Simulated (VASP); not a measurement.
ZnO:

```
Zn O
1.0
     3.24931    0.00000    0.00000
    -1.62465    2.81398    0.00000
     0.00000    0.00000    5.20571
Zn O
2 2
Cartesian
  0.0000 1.8760 2.6029
  1.6247 0.9380 0.0000
  1.6247 0.9380 1.9730
  0.0000 1.8760 4.5759
```

* Program: VASP 6.6.1
* Task: relaxation of cell and atoms
* Functional: LDA
* Potentials or basis: VASP PAW LDA potentials, release 64 (Zn, O)
* Cutoff: 600 eV
* k mesh: 10 × 10 × 6
* Occupations: fermi-dirac, width 0.08 eV
* Spin: no spin polarisation

At the start: pressure -6.3 GPa; volume 11.90 Å³/atom.

Q: How do energy, volume and symmetry change on relaxing?

A: Over 17 steps the energy falls by 10.4 meV/atom and the volume is 11.40 Å³/atom (-4.2 %); space group P6_3mc (No. 186, to 0.1 Å) before and after.

The path:
| step | energy change (eV) | largest force (eV/Å) | pressure (GPa) | volume (Å³) |
| --- | --- | --- | --- | --- |
| 1 | 0.0000 | 0.0553 | -6.25 | 47.60 |
| 2 | -0.0261 | 0.0407 | 4.30 | 44.47 |
| 3 | -0.0413 | 0.0027 | -0.02 | 45.61 |
| 4 | -0.0413 | 0.0015 | 0.16 | 45.57 |
| 5 | -0.0414 | 0.0206 | 0.10 | 45.58 |
| 6 | -0.0414 | 0.0224 | 0.13 | 45.58 |
| 7 | -0.0415 | 0.0138 | -0.08 | 45.64 |
| 8 | -0.0415 | 0.0105 | -0.18 | 45.67 |
| 9 | -0.0416 | 0.0012 | -0.11 | 45.65 |
| 10 | -0.0416 | 0.0056 | -0.10 | 45.64 |
| 11 | -0.0416 | 0.0023 | 0.05 | 45.60 |
| 12 | -0.0416 | 0.0005 | 0.03 | 45.61 |
| 13 | -0.0416 | 0.0004 | 0.00 | 45.61 |
| 14 | -0.0416 | 0.0011 | 0.02 | 45.61 |
| 15 | -0.0416 | 0.0033 | -0.02 | 45.62 |
| 16 | -0.0416 | 0.0024 | -0.02 | 45.62 |
| 17 | -0.0416 | 0.0019 | -0.01 | 45.62 |

Final structure:
```
Zn O
1.0
     3.19409    0.00000    0.00000
    -1.59704    2.76616    0.00000
     0.00000    0.00000    5.16287
Zn O
2 2
Direct
  0.33333 0.66667 0.50025
  0.66667 0.33333 0.00025
  0.66667 0.33333 0.37876
  0.33333 0.66667 0.87876
```
